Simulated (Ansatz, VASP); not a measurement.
## Si2Mo: VASP beside Ansatz

```
Si Mo
1.0
    -1.59504    1.59504    3.91069
     1.59504   -1.59504    3.91069
     1.59504    1.59504   -3.91069
Si Mo
2 1
Direct
  0.33506 0.33506 0.00000
  0.66494 0.66494 0.00000
  0.96675 0.96675 0.93350
```

Alike in both runs: task single point; functional PBEsol; k mesh 20 × 20 × 20; occupations gaussian, width 0.15 eV; no spin polarisation.

|  | VASP | Ansatz |
| --- | --- | --- |
| version | VASP 6.6.1 | Ansatz 0.2.0 |
| potentials or method | VASP PAW PBE potentials, release 64 (Si, Mo_sv), cutoff 520 eV | scalar-relativistic, plane waves, PAW |
| valence electrons in the cell | 22 | 22 |

VASP gave:

```
gap on the k mesh at the Fermi level (eV)                     : none
pressure (GPa)                                                : 2.0
traceless stress, the component that is largest in VASP (GPa) : 2.16
rms of the force components (eV/Å)                            : 0.662
```

**Question.** What did Ansatz give for the same quantities?

**Answer.** gap on the k mesh at the Fermi level (eV): none; pressure (GPa): 1.6; traceless stress, the component that is largest in VASP (GPa): 2.14; rms of the force components (eV/Å): 0.655.

VASP's potentials were made for PBE, not for PBEsol. Atom by atom the forces differ by 0.008 eV/Å (rms over components). A gap of «none» marks a metal or a gap that the smearing closes.
